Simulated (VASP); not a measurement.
Crystal: SnSe2.

```
CELL_PARAMETERS angstrom
3.81100 0.00000 0.00000
-1.90550 3.30042 0.00000
0.00000 0.00000 6.01328
ATOMIC_POSITIONS crystal
Sn 0.00000 0.00000 0.00000
Se 0.33333 0.66667 0.26170
Se 0.66667 0.33333 0.73830
```

This cell differs from its parent crystal: z stretched by -2 %.

```yaml
Program: VASP 6.6.1
Task: relaxation of the atoms
Functional: PBE
Potentials_or_basis: VASP PAW PBE potentials, release 64 (Sn_d, Se)
Cutoff: 520 eV
k_mesh: 13 × 13 × 7
Occupations: fermi-dirac, width 0.02 eV
Spin: no spin polarisation
```

At the start: pressure 4.2 GPa; volume 25.21 Å³/atom.

Where does the relaxation end?

Over 3 steps the energy falls by 2.7 meV/atom at a fixed cell; space group P-3m1 (No. 164, to 0.1 Å) before and after.

Step by step:
| step | energy change (eV) | largest force (eV/Å) | pressure (GPa) |
| --- | --- | --- | --- |
| 1 | 0.0000 | 0.2857 | 4.23 |
| 2 | -0.0059 | 0.1459 | 3.75 |
| 3 | -0.0081 | 0.0039 | 3.22 |

Final structure:
```
CELL_PARAMETERS angstrom
3.81100 0.00000 0.00000
-1.90550 3.30042 0.00000
0.00000 0.00000 6.01328
ATOMIC_POSITIONS crystal
Sn 0.00000 0.00000 0.00000
Se 0.33333 0.66667 0.26651
Se 0.66667 0.33333 0.73349
```

Caveat: the cell differs from its parent crystal (z stretched by -2 %).
